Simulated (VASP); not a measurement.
## Mg3B: single point with PBE

Mg3B:

```
CELL_PARAMETERS angstrom
4.04394 0.00000 0.00000
0.00000 4.04394 0.00000
0.00000 0.00000 4.04394
ATOMIC_POSITIONS crystal
Mg 0.00000 0.50000 0.50000
Mg 0.50000 0.00000 0.50000
Mg 0.50000 0.50000 0.00000
B 0.00000 0.00000 0.00000
```

| Item | Value |
| --- | --- |
| Program | VASP 6.6.1 |
| Task | single point |
| Functional | PBE |
| Potentials or basis | VASP PAW PBE potentials, release 64 (Mg, B) |
| Cutoff | 520 eV |
| k mesh | 12 × 12 × 12 |
| Occupations | gaussian, width 0.1 eV |
| Spin | no spin polarisation |

```json
{
  "Pressure": "-0.1 GPa"
}
```

Levels at points of the mesh, in eV from the Fermi level:
```tsv
k point	band 1	band 2	band 3	band 4	band 5	band 6	band 7	band 8	band 9
(0.00, 0.00, 0.00)	-8.74	-1.67	-0.90	-0.90	-0.90	2.21	2.21	5.49	5.49
(0.50, 0.00, 0.00)	-7.16	-5.92	0.12	0.12	1.05	1.59	2.42	2.42	3.40
(0.50, 0.50, 0.00)	-5.99	-3.88	-3.88	-3.60	0.83	3.70	4.04	4.66	4.66
(0.50, 0.50, 0.50)	-5.05	-2.52	-2.52	-2.52	-2.11	-0.51	-0.51	-0.51	8.41
```

Wall time 46 s on 1 thread of AMD EPYC 7R43 64-Core Processor (Zen 3), with other jobs on the host, peak memory 0.17 GiB.
